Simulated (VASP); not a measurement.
# ZnS (zinc blende type) (F-43m) in VASP: a series of runs, part 2 of 2

VASP 6.6.1. The steps go on from the part before.

**3. Single point, HSE06**

This run uses another cell than the first one, of 19.22 Å³/atom, 1.033 times its volume.

File POSCAR:

```
ZnS
1.0
    0.0000000000      2.6788046350      2.6788046350
    2.6788046350      0.0000000000      2.6788046350
    2.6788046350      2.6788046350      0.0000000000
Zn S
1 1
Direct
    0.0000000000      0.0000000000      0.0000000000
    0.2500000000      0.2500000000      0.2500000000
```

File INCAR.step1:

```
SYSTEM = ZnS
PREC = Accurate
ENCUT = 520
EDIFF = 1E-5
ISMEAR = -1
SIGMA = 0.05
LREAL = .FALSE.
LASPH = .TRUE.
NELM = 100
ALGO = Normal
ISIF = 2
LWAVE = .TRUE.
NBANDS = 16
GGA = PE
```

File INCAR.step2:

```
SYSTEM = ZnS
PREC = Accurate
ENCUT = 520
EDIFF = 1E-7
ISMEAR = -1
SIGMA = 0.05
LREAL = .FALSE.
LASPH = .TRUE.
NELM = 100
ALGO = Normal
ISIF = 2
LWAVE = .FALSE.
LCHARG = .TRUE.
GGA = PE
LHFCALC = .TRUE.
HFSCREEN = 0.2079
PRECFOCK = Normal
LELF = .TRUE.
LVHAR = .TRUE.
NBANDS = 16
ISTART = 1
```

File KPOINTS:

```
Automatic mesh
0
G
  4 4 4
  0 0 0
```

Potentials or basis: VASP PAW PBE potentials, release 64 (Zn, S).

Launch:

```
$ cat potpaw_PBE.64/Zn/POTCAR potpaw_PBE.64/S/POTCAR > POTCAR
$ cp INCAR.step1 INCAR
$ mpirun -np 1 vasp_std > vasp.out
$ cp INCAR.step2 INCAR
$ mpirun -np 1 vasp_std > vasp.out
```

Wall time 5.8 min (1 thread of AMD EPYC 9R45 (Zen 5), shared host); peak memory 0.23 GiB.

The run converged. Its results:

- Free energy: -8.3220 eV
- Pressure: 3.4 GPa
- Band gap on the k mesh: 3.47 eV, direct

Levels at points of the mesh, in eV from the valence-band top:
| k point | band 6 | band 7 | band 8 | band 9 | band 10 | band 11 | band 12 | band 13 |
| --- | --- | --- | --- | --- | --- | --- | --- | --- |
| (0.00, 0.00, 0.00) | -7.48 | 0.00 | 0.00 | 0.00 | 3.47 | 7.67 | 7.67 | 7.67 |
| (0.50, 0.00, 0.00) | -7.23 | -5.78 | -0.95 | -0.95 | 4.61 | 8.17 | 8.17 | 10.32 |
| (0.50, 0.50, 0.00) | -7.19 | -5.11 | -2.45 | -2.45 | 4.32 | 5.25 | 12.77 | 13.89 |

Caveat: the k points lie up to 0.51 Å⁻¹ apart; the PAW data sets were made with another functional, which shifts forces and pressure a little.

**4. Single point, HSE06**

This run uses another cell than the first one, of 19.22 Å³/atom, 1.033 times its volume.

POSCAR is that of step 3.

File INCAR.step1:

```
  PREC = Accurate
  ENCUT = 520
  EDIFF = 1E-5
  ISMEAR = -1
  SIGMA = 0.05
  LREAL = F
  LASPH = T
  NELM = 60
  ALGO = Normal
  ISIF = 2
  LWAVE = T
  LCHARG = F
  GGA = PE
  NBANDS = 16
```

File INCAR.step2:

```
  PREC = Accurate
  ENCUT = 520
  EDIFF = 1E-6
  ISMEAR = -1
  SIGMA = 0.05
  LREAL = F
  LASPH = T
  NELM = 60
  ALGO = Normal
  ISIF = 2
  LWAVE = F
  LCHARG = F
  GGA = PE
  LHFCALC = T
  HFSCREEN = 0.2079
  PRECFOCK = Normal
  ISTART = 1
  NBANDS = 16
```

File KPOINTS:

```
regular mesh
0
Gamma
  4 4 4
```

Potentials or basis: VASP PAW PBE potentials, release 64 (Zn, S).

Launch:

```
$ cat potpaw_PBE.64/Zn/POTCAR potpaw_PBE.64/S/POTCAR > POTCAR
$ cp INCAR.step1 INCAR
$ mpirun -np 1 vasp_std > vasp.out
$ cp INCAR.step2 INCAR
$ mpirun -np 1 vasp_std > vasp.out
```

OUTCAR:

```text
PREC = Accurate
   ENCUT = 520
   EDIFF = 1E-6
   ISMEAR = -1
   LREAL = F
   LASPH = T
   NELM = 60
   ISIF = 2
   GGA = PE
   LHFCALC = T
   HFSCREEN = 0.2079
   PRECFOCK = Normal
   ISTART = 1

 ion  position               nearest neighbor table
   1  0.000  0.000  0.000-   2 2.32   2 2.32   2 2.32   2 2.32
   2  0.250  0.250  0.250-   1 2.32   1 2.32   1 2.32   1 2.32

  LATTYP: Found a face centered cubic cell.
[... 329 lines left out ...]
     16      18.2020      0.00000

------------------------ aborting loop because EDIFF is reached ----------------------------------------

  FORCE on cell =-STRESS in cart. coord.  units (eV):
  Direction    XX          YY          ZZ          XY          YZ          ZX
  --------------------------------------------------------------------------------------
  -------------------------------------------------------------------------------------
  Total        0.8051046      0.8051046      0.8051046     -0.0000000      0.0000000     -0.0000000
  in kB       33.5513318     33.5513318     33.5513318     -0.0000000      0.0000000     -0.0000000
  external PRESSURE =      33.5513318 kB  Pullay stress =       0.0000000 kB

 VOLUME and BASIS-vectors are now :
 -----------------------------------------------------------------------------
  energy-cutoff  :      520.00
  volume of cell :       38.45
      direct lattice vectors                 reciprocal lattice vectors
     0.000000000  2.678804635  2.678804635    -0.186650416  0.186650416  0.186650416
     2.678804635  0.000000000  2.678804635     0.186650416 -0.186650416  0.186650416
     2.678804635  2.678804635  0.000000000     0.186650416  0.186650416 -0.186650416

 POSITION                                       TOTAL-FORCE (eV/Angst)
 -----------------------------------------------------------------------------------
      0.00000      0.00000      0.00000        -0.000000     -0.000000     -0.000000
      1.33940      1.33940      1.33940         0.000000      0.000000      0.000000
 -----------------------------------------------------------------------------------
    total drift:                                0.000205      0.000156      0.000106

  FREE ENERGIE OF THE ION-ELECTRON SYSTEM (eV)
  ---------------------------------------------------
  free  energy   TOTEN  =        -8.3219886842 eV

  energy  without entropy=       -8.3219886842  energy(sigma->0) =       -8.32198868
```

OUTCAR.step1:

```text
PREC = Accurate
   ENCUT = 520
   EDIFF = 1E-5
   ISMEAR = -1
   LREAL = F
[... 354 lines left out ...]
      0.00000      0.00000      0.00000         0.000000      0.000000     -0.000000
      1.33940      1.33940      1.33940        -0.000000     -0.000000      0.000000
 -----------------------------------------------------------------------------------
    total drift:                                0.000001      0.000001      0.000001

  FREE ENERGIE OF THE ION-ELECTRON SYSTEM (eV)
  ---------------------------------------------------
  free  energy   TOTEN  =        -6.7807019553 eV

  energy  without entropy=       -6.7807019553  energy(sigma->0) =       -6.78070196
```

Wall time 4.1 min (1 thread of AMD EPYC 9R45 (Zen 5), shared host); peak memory 0.23 GiB.

What came out:

```yaml
Free_energy: -8.3220 eV
Pressure: 3.4 GPa
Band_gap_on_the_k_mesh: 3.47 eV, direct
```

Caveat: the k points lie up to 0.51 Å⁻¹ apart; the PAW data sets were made with another functional, which shifts forces and pressure a little.

**5. Single point, HSE06**

This run uses another cell than the first one, of 19.83 Å³/atom, 1.065 times its volume.

File POSCAR:

```
ZnS
1.0
    0.0000000000      2.7067108583      2.7067108583
    2.7067108583      0.0000000000      2.7067108583
    2.7067108583      2.7067108583      0.0000000000
Zn S
1 1
Direct
    0.0000000000      0.0000000000      0.0000000000
    0.2500000000      0.2500000000      0.2500000000
```

File INCAR.step1:

```
PREC     = Accurate       # precision mode
ENCUT    = 520            # plane-wave cutoff, eV
EDIFF    = 1E-5           # SCF threshold, eV
ISMEAR   = -1             # smearing method
SIGMA    = 0.05           # smearing width, eV
LREAL    = False          # projectors in reciprocal space
LASPH    = True           # aspherical terms in the spheres
NELM     = 60             # most SCF steps
ALGO     = Normal         # electronic algorithm
ISIF     = 2              # what is computed and relaxed
LWAVE    = True           # write WAVECAR
LCHARG   = False          # write CHGCAR
NBANDS   = 16             # bands
GGA      = PE             # functional
```

File INCAR.step2:

```
PREC     = Accurate       # precision mode
ENCUT    = 520            # plane-wave cutoff, eV
EDIFF    = 1E-7           # SCF threshold, eV
ISMEAR   = -1             # smearing method
SIGMA    = 0.05           # smearing width, eV
LREAL    = False          # projectors in reciprocal space
LASPH    = True           # aspherical terms in the spheres
NELM     = 60             # most SCF steps
ALGO     = Normal         # electronic algorithm
ISIF     = 2              # what is computed and relaxed
LWAVE    = False          # write WAVECAR
LCHARG   = False          # write CHGCAR
GGA      = PE             # functional
LHFCALC  = True           # exact exchange
HFSCREEN = 0.2079         # screening, 1/A
PRECFOCK = Normal       
NBANDS   = 16             # bands
ISTART   = 1
```

KPOINTS is that of step 4.

Launch:

```
$ cat potpaw_PBE.64/Zn/POTCAR potpaw_PBE.64/S/POTCAR > POTCAR
$ cp INCAR.step1 INCAR
$ mpirun -np 1 vasp_std > vasp.out
$ cp INCAR.step2 INCAR
$ mpirun -np 1 vasp_std > vasp.out
```

It took 5.8 min on 1 thread of AMD EPYC 9R45 (Zen 5), shared host; peak memory 0.22 GiB.

It converged, with:

```
Free energy            : -8.3379 eV
Pressure               : 0.8 GPa
Band gap on the k mesh : 3.32 eV, direct
```

Levels at points of the mesh, in eV from the valence-band top:
```tsv
k point	band 6	band 7	band 8	band 9	band 10	band 11	band 12	band 13
(0.00, 0.00, 0.00)	-7.40	0.00	0.00	0.00	3.32	7.68	7.68	7.68
(0.50, 0.00, 0.00)	-7.17	-5.56	-0.90	-0.90	4.54	8.18	8.18	10.20
(0.50, 0.50, 0.00)	-7.13	-4.96	-2.33	-2.33	4.39	5.26	12.52	13.66
```

Caveat: the k points lie up to 0.50 Å⁻¹ apart; the PAW data sets were made with another functional, which shifts forces and pressure a little.

**6. Single point, HSE06**

This run uses another cell than the first one, of 19.83 Å³/atom, 1.065 times its volume.

POSCAR is that of step 5.

File INCAR.step1:

```
SYSTEM = ZnS
  ALGO = Normal
  EDIFF = 1E-5
  ENCUT = 520
  GGA = PE
  ISIF = 2
  ISMEAR = -1
  LASPH = .TRUE.
  LREAL = .FALSE.
  LWAVE = .TRUE.
  NBANDS = 16
  NELM = 100
  PREC = Accurate
  SIGMA = 0.05
```

File INCAR.step2:

```
SYSTEM = ZnS
  ALGO = Normal
  EDIFF = 1E-7
  ENCUT = 520
  GGA = PE
  HFSCREEN = 0.2079
  ISIF = 2
  ISMEAR = -1
  ISTART = 1
  LASPH = .TRUE.
  LCHARG = .TRUE.
  LELF = .TRUE.
  LHFCALC = .TRUE.
  LREAL = .FALSE.
  LVHAR = .TRUE.
  LWAVE = .FALSE.
  NBANDS = 16
  NELM = 100
  PREC = Accurate
  PRECFOCK = Normal
  SIGMA = 0.05
```

File KPOINTS:

```
k-points
0
G
  4 4 4
  0 0 0
```

Potentials or basis: VASP PAW PBE potentials, release 64 (Zn, S).

Launch:

```
$ cat potpaw_PBE.64/Zn/POTCAR potpaw_PBE.64/S/POTCAR > POTCAR
$ cp INCAR.step1 INCAR
$ mpirun -np 1 vasp_std > vasp.out
$ cp INCAR.step2 INCAR
$ mpirun -np 1 vasp_std > vasp.out
```

Run time: 6.1 min. Hardware: 1 thread of AMD EPYC 9R45 (Zen 5), shared host; peak memory 0.23 GiB.

The run converged. Its results:

- Free energy: -8.3379 eV
- Pressure: 0.8 GPa
- Band gap on the k mesh: 3.32 eV, direct

Levels at points of the mesh, in eV from the valence-band top:
```csv
k point,band 7,band 8,band 9,band 10,band 11,band 12
"(0.00, 0.00, 0.00)",0.00,0.00,0.00,3.32,7.68,7.68
"(0.50, 0.00, 0.00)",-5.56,-0.90,-0.90,4.54,8.18,8.18
"(0.50, 0.50, 0.00)",-4.96,-2.33,-2.33,4.39,5.26,12.52
```

Caveat: the k points lie up to 0.50 Å⁻¹ apart; the PAW data sets were made with another functional, which shifts forces and pressure a little.

**7. Overview**

| cell | gap on the mesh (eV) | pressure (GPa) |
| --- | --- | --- |
| a = 3.748 Å, angles 60.0°, 2 atoms | 3.62 | 6.4 |
| a = 3.788 Å, angles 60.0°, 2 atoms | 3.47 | 3.4 |
| a = 3.828 Å, angles 60.0°, 2 atoms | 3.32 | 0.8 |

Alike in all rows: task single point; level HSE06; potentials or basis VASP PAW PBE potentials, release 64 (Zn, S); no spin polarisation; k mesh 4 × 4 × 4; cutoff (eV) 520; smearing fermi-dirac 0.05 eV.

Caveats: all runs use coarse meshes; the PAW data sets were made with another functional, which shifts forces and pressure a little.

Absolute energies hang on the potentials; compare differences alone.
